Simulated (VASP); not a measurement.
# RbBr: single point with PBE

The system is RbBr.

```xyz
2
Lattice="0.0000 3.2349 3.4275 3.6201 0.0000 3.4275 3.6201 3.2349 0.0000" Properties=species:S:1:pos:R:3 pbc="T T T"
Rb    0.0000    0.0000    0.0000
Br    3.6201    3.2349    3.4275
```

This cell differs from its parent crystal: strain +0.0562 x Voigt [1, -1, 0, 0, 0, 0].

| Property | Result |
| --- | --- |
| Program | VASP 6.6.1 |
| Task | single point |
| Functional | PBE |
| Potentials or basis | VASP PAW PBE potentials, release 64 (Rb_sv, Br) |
| Cutoff | 520 eV |
| k mesh | 6 × 6 × 6 |
| Occupations | gaussian, width 0.05 eV |
| Spin | no spin polarisation |

```
Pressure               : 1.5 GPa
Band gap on the k mesh : 4.25 eV
```

Stress tensor (GPa, compression positive):
```
-0.28  0.00  0.00
 0.00  3.81  0.00
 0.00  0.00  1.07
```

Levels at points of the mesh, in eV from the valence-band top:
```tsv
k point	band 4	band 5	band 6	band 7	band 8	band 9	band 10	band 11	band 12	band 13
(0.00, 0.00, 0.00)	-8.56	-8.56	-0.15	-0.10	0.00	4.25	6.88	7.21	7.55	7.85
(0.50, 0.00, 0.00)	-8.56	-8.47	-1.10	-0.47	-0.46	6.71	7.59	9.40	9.48	9.78
(0.50, 0.50, 0.00)	-8.69	-8.61	-0.57	-0.28	-0.17	5.55	7.01	9.09	9.20	9.42
(0.50, 0.00, 0.50)	-8.67	-8.64	-0.41	-0.32	-0.30	5.45	7.16	9.28	9.31	9.50
(0.00, 0.50, 0.50)	-8.65	-8.60	-0.66	-0.22	-0.13	5.58	7.00	8.86	9.06	9.38
```

Run time: 58 s on 1 thread of Intel Xeon 8259CL, on a shared host, peak memory 0.24 GiB.

Caveat: the cell differs from its parent crystal (strain +0.0562 x Voigt [1, -1, 0, 0, 0, 0]).
